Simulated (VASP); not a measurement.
Wanted: the native input for a VASP 6.6.1 run.

| Quantity | Value |
| --- | --- |
| Task | single point |
| Functional | PBE |
| Potentials or basis | VASP PAW PBE potentials, release 64 (K_sv, Ba_sv, Cl) |
| Cutoff | 520 eV |
| k mesh | 6 × 6 × 4 |
| Occupations | gaussian, width 0.02 eV |
| Spin | no spin polarisation |
| Dipole correction | no |
| Further INCAR settings | ALGO = Normal; EDIFF = 1e-07; NBANDS = 51 |

The structure of KBaCl3 lies in POSCAR:

```
KBaCl3
1.0
    7.5996447336      0.0000000000      0.0000000000
   -3.7998223668      6.5814853991      0.0000000000
    0.0000000000      0.0000000000      8.2089450013
K Ba Cl
2 2 6
Direct
    0.3333333333      0.6666666667      0.7500000000
    0.6666666667      0.3333333333      0.2500000000
    0.0000000000      0.0000000000      0.5000000000
    0.0000000000      0.0000000000      0.0000000000
    0.1700403473      0.3400806947      0.2500000000
    0.8299596527      0.1700403473      0.7500000000
    0.8299596527      0.6599193053      0.7500000000
    0.1700403473      0.8299596527      0.2500000000
    0.6599193053      0.8299596527      0.2500000000
    0.3400806947      0.1700403473      0.7500000000
```

The input as run:

INCAR

```
SYSTEM = KBaCl3
PREC = Accurate ; ENCUT = 520
EDIFF = 1E-7 ; ISMEAR = 0
SIGMA = 0.02 ; LREAL = .FALSE.
LASPH = .TRUE. ; NELM = 80
ALGO = Normal ; ISIF = 2
LWAVE = .FALSE. ; LCHARG = .TRUE.
GGA = PE ; LELF = .TRUE.
LVHAR = .TRUE. ; NBANDS = 51
```

KPOINTS

```
Automatic mesh
0
G
  6 6 4
  0 0 0
```

Potentials or basis: VASP PAW PBE potentials, release 64 (K_sv, Ba_sv, Cl).

Command:

```sh
$ cat potpaw_PBE.64/K_sv/POTCAR potpaw_PBE.64/Ba_sv/POTCAR potpaw_PBE.64/Cl/POTCAR > POTCAR
$ mpirun -np 1 vasp_std > vasp.out
```

Results of the run:

```
Pressure               : 0.2 GPa
Largest force          : 0.088 eV/Å
Band gap on the k mesh : 3.80 eV
```

Caveat: spin-orbit coupling is left out, which moves the levels of the heavy elements.

Wall time 5.4 min on 1 thread of Intel(R) Xeon(R) 6975P-C (Granite Rapids) (shared host), peak memory 0.74 GiB.
